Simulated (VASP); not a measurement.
# RbIn (CsCl type) (Pm-3m) in VASP: further runs

Runs on RbIn (CsCl type). Level: PBE. Tasks: electric field gradients, density of states.

All numbers are computed with VASP 6.6.1; they aren't measurements. Logs are shortened: lines on timing, memory, paths and dates and some standing lists are left out, and cuts for length are marked.

### Step 1. The cell of the first run

It takes space group Pm-3m (No. 221, cubic). Conventional cell: a = 4.453 Å, b = 4.453 Å, c = 4.453 Å, α = 90.00°, β = 90.00°, γ = 90.00°. Rb (site symmetry m-3m) has 8 In at 3.86 Å and 6 Rb at 4.45 Å within 5.1 Å. Within 5.1 Å of In (site symmetry m-3m) lie 8 Rb at 3.86 Å and 6 In at 4.45 Å.

### Step 2. Electric field gradients, PBE

INCAR

```
SYSTEM = RbIn
PREC = Accurate
ENCUT = 520
EDIFF = 1E-8
ISMEAR = -1
SIGMA = 0.05
LREAL = .False.
LASPH = .True.
NELM = 80
ALGO = Normal
ISIF = 2
LWAVE = .False.
LCHARG = .False.
GGA = PE
LEFG = .True.
NBANDS = 18
```

KPOINTS

```
regular mesh
0
Gamma
  9 9 9
  0 0 0
```

POSCAR

```
RbIn
1.0
    4.4528829808      0.0000000000      0.0000000000
    0.0000000000      4.4528829808      0.0000000000
    0.0000000000      0.0000000000      4.4528829808
Rb In
1 1
Direct
    0.0000000000      0.0000000000      0.0000000000
    0.5000000000      0.5000000000      0.5000000000
```

Potentials or basis: VASP PAW PBE potentials, release 64 (Rb_sv, In_d).

On the command line:

```sh
> cat potpaw_PBE.64/Rb_sv/POTCAR potpaw_PBE.64/In_d/POTCAR > POTCAR
> mpirun -np 1 vasp_std > vasp.out
```

OUTCAR:

```text
SYSTEM = RbIn
   PREC = Accurate
   ENCUT = 520
   EDIFF = 1E-8
   ISMEAR = -1
   LREAL = .False.
   LASPH = .True.
   NELM = 80
   ISIF = 2
   GGA = PE

 ion  position               nearest neighbor table
   1  0.000  0.000  0.000-   2 3.86   2 3.86   2 3.86   2 3.86   2 3.86   2 3.86   2 3.86   2 3.86

   2  0.500  0.500  0.500-   1 3.86   1 3.86   1 3.86   1 3.86   1 3.86   1 3.86   1 3.86   1 3.86

  LATTYP: Found a simple cubic cell.
 ALAT       =     4.4528829808

  Lattice vectors:

 A1 = (   4.4528829808,   0.0000000000,   0.0000000000)
 A2 = (   0.0000000000,   4.4528829808,   0.0000000000)
 A3 = (   0.0000000000,   0.0000000000,   4.4528829808)

Analysis of symmetry for initial positions (statically):
=====================================================================
 Subroutine PRICEL returns:
 Original cell was already a primitive cell.

 Routine SETGRP: Setting up the symmetry group for a
 simple cubic supercell.

 Subroutine GETGRP returns: Found 48 space group operations
 (whereof 48 operations were pure point group operations)
 out of a pool of 48 trial point group operations.

The static configuration has the point symmetry O_h .

Analysis of symmetry for dynamics (positions and initial velocities):
=====================================================================
 Subroutine PRICEL returns:
 Original cell was already a primitive cell.

 Routine SETGRP: Setting up the symmetry group for a
 simple cubic supercell.

 Subroutine GETGRP returns: Found 48 space group operations
 (whereof 48 operations were pure point group operations)
 out of a pool of 48 trial point group operations.

The dynamic configuration has the point symmetry O_h .

 Subroutine INISYM returns: Found 48 space group operations
 (whereof 48 operations are pure point group operations),
 and found     1 'primitive' translations

----------------------------------------------------------------------------------------

                                     Primitive cell

  volume of cell :      88.2925

  direct lattice vectors                    reciprocal lattice vectors
     4.452882981  0.000000000  0.000000000     0.224573609  0.000000000  0.000000000
     0.000000000  4.452882981  0.000000000     0.000000000  0.224573609  0.000000000
     0.000000000  0.000000000  4.452882981     0.000000000  0.000000000  0.224573609

  length of vectors
     4.452882981  4.452882981  4.452882981     0.224573609  0.224573609  0.224573609

  position of ions in fractional coordinates (direct lattice)
     0.000000000  0.000000000  0.000000000
     0.500000000  0.500000000  0.500000000

  ion indices of the primitive-cell ions
   primitive index   ion index
                 1           1
                 2           2

----------------------------------------------------------------------------------------

 KPOINTS: regular mesh

Automatic generation of k-mesh.
 Grid dimensions read from file:
 generate k-points for:    9    9    9

 Generating k-lattice:

  Cartesian coordinates                     Fractional coordinates (reciprocal lattice)
     0.024952623  0.000000000  0.000000000     0.111111111  0.000000000  0.000000000
     0.000000000  0.024952623  0.000000000     0.000000000  0.111111111  0.000000000
     0.000000000  0.000000000  0.024952623     0.000000000  0.000000000  0.111111111

  Length of vectors
     0.024952623  0.024952623  0.024952623

  Shift w.r.t. Gamma in fractional coordinates (k-lattice)
     0.000000000  0.000000000  0.000000000

 Subroutine IBZKPT returns following result:
 ===========================================

 Found     35 irreducible k-points:

 Following reciprocal coordinates:
            Coordinates               Weight
  0.000000  0.000000  0.000000      1.000000
  0.111111  0.000000  0.000000      6.000000
  0.222222  0.000000  0.000000      6.000000
  0.333333  0.000000  0.000000      6.000000
  0.444444  0.000000  0.000000      6.000000
  0.111111  0.111111  0.000000     12.000000
[... 16 lines left out ...]
  0.333333  0.333333  0.111111     24.000000
  0.444444  0.333333  0.111111     48.000000
 [... further k-points ...]
   k-points           NKPTS =     35   k-points in BZ     NKDIM =     35   number of bands    NBANDS=     18
   number of dos      NEDOS =    301   number of ions     NIONS =      2
   total plane-waves  NPLWV =  46656
   dimension x,y,z NGX =    36 NGY =   36 NGZ =   36
   dimension x,y,z NGXF=    72 NGYF=   72 NGZF=   72
   ions per type =               1   1
   NGX,Y,Z   is equivalent  to a cutoff of  13.44, 13.44, 13.44 a.u.
   NGXF,Y,Z  is equivalent  to a cutoff of  26.88, 26.88, 26.88 a.u.
 SYSTEM =  RbIn
   PREC   = accura    normal or accurate (medium, high low for compatibility)
   ISTART =      0    job   : 0-new  1-cont  2-samecut
   ICHARG =      2    charge: 1-file 2-atom 10-const
   ISPIN  =      1    spin polarized calculation?
   LNONCOLLINEAR =      F non collinear calculations
   LSORBIT =      F    spin-orbit coupling
   LASPH  =      T    aspherical Exc in radial PAW
   ENCUT  =  520.0 eV  38.22 Ry    6.18 a.u.   8.28  8.28  8.28*2*pi/ulx,y,z
   NELM   =     80;   NELMIN=  2; NELMDL= -5     # of ELM steps
   EDIFF  = 0.1E-07   stopping-criterion for ELM
   LREAL  =      F    real-space projection
   EDIFFG = 0.1E-06   stopping-criterion for IOM
   NSW    =      0    number of steps for IOM
   IBRION =     -1    ionic relax: 0-MD 1-quasi-New 2-CG
   NFREE  =      0    steps in history (QN), initial steepest desc. (CG)
   ISIF   =      2    stress and relaxation
   ISYM   =      2    0-nonsym 1-usesym 2-fastsym
   POTIM  = 0.5000    time-step for ionic-motion
   TEBEG  =    0.0;   TEEND  =   0.0 temperature during run
   PSTRESS=    0.0 pullay stress
   NELECT =      22.0000    total number of electrons
   NUPDOWN=      -1.0000    fix difference up-down
   EMIN   =  10.00;   EMAX   =-10.00  energy-range for DOS
   EFERMI =   0.00;   METHOD = LEGACY
   ISMEAR =    -1;   SIGMA  =   0.05  broadening in eV -4-tet -1-fermi 0-gaus
   EFERMI_NEDOS =   21; number of points for ismear=-14 and -15
   IALGO  =     38    algorithm
   IMIX   =      4    mixing-type and parameters
     AMIX     =   0.40;   BMIX     =  1.00
     AMIX_MAG =   1.60;   BMIX_MAG =  1.00
  volume/ion in A,a.u.               =      44.15       297.91
  Fermi-wavevector in a.u.,A,eV,Ry     =   1.030167  1.946734 14.439111  1.061245
  Thomas-Fermi vector in A             =   2.164252
   LORBIT       =      0    0 simple, 1 ext, 2 COOP (PROOUT), +10 PAW based schemes
   GGA     = PE    functional components
   LHFCALC =     F    Hartree Fock is set to
   AEXX    =    0.0000 exact exchange contribution
   IVDW    =     0    specifies the selected vdW correction
   LEPSILON=     F    determine dielectric tensor
   LRPA    =     F    only Hartree local field effects (RPA)
 non-spin polarized calculation
  energy-cutoff  :      520.00
  volume of cell :       88.29
 maximum number of plane-waves:      2407
 NGX is ok and might be reduce to    36
   NGX = 17   NGY = 17   NGZ = 17

 number of electron      22.0000003 magnetization

 Free energy of the ion-electron system (eV)
  ---------------------------------------------------
  ext. energy  EPLUGINS =         0.00000000
  ---------------------------------------------------
  free energy    TOTEN  =        -3.21619004 eV

  energy without entropy =       -3.20213147  energy(sigma->0) =       -3.20916075

 E-fermi :   2.2488     XC(G=0):  -7.7270

 val. band max:        2.2279349837   @ k =   0.4444   0.3333   0.3333
 cond. band min:       2.2621731088   @ k =   0.3333   0.3333   0.3333
 fundamental gap:      0.0342381251
 Fermi energy:         2.2488035363

 k-point     1 :       0.0000    0.0000    0.0000
  band No.  band energies     occupation
      1     -25.4085      2.00000
      2     -12.4206      2.00000
      3     -12.4206      2.00000
      4     -12.4099      2.00000
      5     -12.4099      2.00000
      6     -12.4099      2.00000
[... 10 lines left out ...]
     17       9.0251      0.00000
     18       9.0251      0.00000

 k-point     2 :       0.1111    0.0000    0.0000
  band No.  band energies     occupation
      1     -25.4076      2.00000
      2     -12.4204      2.00000
      3     -12.4180      2.00000
      4     -12.4111      2.00000
      5     -12.4111      2.00000
      6     -12.4098      2.00000
[... 10 lines left out ...]
     17       9.0152      0.00000
     18       9.0170      0.00000

 k-point     3 :       0.2222    0.0000    0.0000
  band No.  band energies     occupation
      1     -25.4052      2.00000
      2     -12.4201      2.00000
      3     -12.4142      2.00000
      4     -12.4142      2.00000
      5     -12.4114      2.00000
      6     -12.4096      2.00000
[... 10 lines left out ...]
     17       9.0762      0.00000
     18       9.0776      0.00000

 k-point     4 :       0.3333    0.0000    0.0000
  band No.  band energies     occupation
      1     -25.4025      2.00000
      2     -12.4197      2.00000
      3     -12.4177      2.00000
      4     -12.4177      2.00000
      5     -12.4094      2.00000
      6     -12.4040      2.00000
[... 10 lines left out ...]
     17       9.2352      0.00000
     18       9.2771      0.00000

 k-point     5 :       0.4444    0.0000    0.0000
  band No.  band energies     occupation
      1     -25.4007      2.00000
      2     -12.4199      2.00000
      3     -12.4199      2.00000
      4     -12.4195      2.00000
      5     -12.4092      2.00000
      6     -12.3991      2.00000
[... 10 lines left out ...]
     17       9.3266      0.00000
     18       9.7538      0.00000

 k-point     6 :       0.1111    0.1111    0.0000
  band No.  band energies     occupation
      1     -25.4067      2.00000
      2     -12.4191      2.00000
      3     -12.4166      2.00000
      4     -12.4123      2.00000
      5     -12.4114      2.00000
      6     -12.4107      2.00000
[... 307 lines left out ...]
 k-point    21 :       0.3333    0.2222    0.1111
  band No.  band energies     occupation
      1     -25.3984      2.00000
      2     -12.4204      2.00000
      3     -12.4169      2.00000
      4     -12.4137      2.00000
      5     -12.4113      2.00000
      6     -12.3992      2.00000
[... 10 lines left out ...]
     17       8.6144      0.00000
     18       8.8737      0.00000

 k-point    22 :       0.4444    0.2222    0.1111
  band No.  band energies     occupation
      1     -25.3967      2.00000
      2     -12.4225      2.00000
      3     -12.4184      2.00000
      4     -12.4134      2.00000
      5     -12.4109      2.00000
      6     -12.3944      2.00000
[... 10 lines left out ...]
     17       8.8700      0.00000
     18       9.3430      0.00000

 k-point    23 :       0.3333    0.3333    0.1111
  band No.  band energies     occupation
      1     -25.3958      2.00000
      2     -12.4223      2.00000
      3     -12.4165      2.00000
      4     -12.4163      2.00000
      5     -12.4084      2.00000
      6     -12.3939      2.00000
[... 10 lines left out ...]
     17       8.0716      0.00000
     18       9.1427      0.00000

 k-point    24 :       0.4444    0.3333    0.1111
  band No.  band energies     occupation
      1     -25.3941      2.00000
      2     -12.4236      2.00000
      3     -12.4180      2.00000
      4     -12.4161      2.00000
      5     -12.4072      2.00000
      6     -12.3896      2.00000
[... 10 lines left out ...]
     17       8.5413      0.00000
     18       9.2925      0.00000

 [... further k-points ...]
[... 5 lines left out ...]
  --------------------------------------------------------------------------------------
  -------------------------------------------------------------------------------------
  Total       -0.0128765     -0.0128765     -0.0128765     -0.0000000      0.0000000     -0.0000000
  in kB       -0.2336600     -0.2336600     -0.2336600     -0.0000000      0.0000000     -0.0000000
  external PRESSURE =      -0.2336600 kB  Pullay stress =       0.0000000 kB

 VOLUME and BASIS-vectors are now :
 -----------------------------------------------------------------------------
  energy-cutoff  :      520.00
  volume of cell :       88.29
      direct lattice vectors                 reciprocal lattice vectors
     4.452882981  0.000000000  0.000000000     0.224573609  0.000000000  0.000000000
     0.000000000  4.452882981  0.000000000     0.000000000  0.224573609  0.000000000
     0.000000000  0.000000000  4.452882981     0.000000000  0.000000000  0.224573609

 POSITION                                       TOTAL-FORCE (eV/Angst)
 -----------------------------------------------------------------------------------
      0.00000      0.00000      0.00000         0.000000      0.000000      0.000000
      2.22644      2.22644      2.22644         0.000000      0.000000      0.000000
 -----------------------------------------------------------------------------------
    total drift:                                0.000000      0.000000      0.000000

  FREE ENERGIE OF THE ION-ELECTRON SYSTEM (eV)
  ---------------------------------------------------
  free  energy   TOTEN  =        -3.2161900351 eV

  energy  without entropy=       -3.2021314670  energy(sigma->0) =       -3.20916075

 Electric field gradients (V/A^2)
---------------------------------------------------------------------
 ion       V_xx      V_yy      V_zz      V_xy      V_xz      V_yz
---------------------------------------------------------------------
   1       0.000    -0.000    -0.000    -0.000    -0.000     0.000
   2      -0.000    -0.000     0.000    -0.000     0.000     0.000
---------------------------------------------------------------------

 Electric field gradients after diagonalization (V/A^2)
 (convention: |V_zz| > |V_xx| > |V_yy|)
----------------------------------------------------------------------
 ion       V_xx      V_yy      V_zz     asymmetry (V_yy - V_xx)/ V_zz
----------------------------------------------------------------------
   1      -0.000     0.000    -0.000      -0.278
   2      -0.000     0.000    -0.000      -1.075
----------------------------------------------------------------------

           NMR quadrupolar parameters

 Cq : quadrupolar parameter    Cq=e*Q*V_zz/h
 eta: asymmetry parameters     (V_yy - V_xx)/ V_zz
 Q  : nuclear electric quadrupole moment in mb (millibarn)
----------------------------------------------------------------------
 ion       Cq(MHz)       eta       Q (mb)
----------------------------------------------------------------------
   1      -0.000      -0.278       1.000
   2      -0.000      -1.075       1.000
----------------------------------------------------------------------
```

Run time: 72 s. Hardware: 1 thread of AMD EPYC 7R13, shared host; peak memory 0.2 GiB.

What came out:

```yaml
Free_energy: -3.2162 eV
Pressure: 0.0 GPa
Band_gap_on_the_k_mesh: zero (band 11 reaches 4.64 eV, above the bottom of band 12 at 1.86 eV)
```

Caveat: without QUAD_EFG the Cq values of the log hold for a quadrupole moment of 1 mb, not for the nuclei; spin-orbit coupling is left out, which moves the levels of the heavy elements.

(Continued in part 2 of 2.)
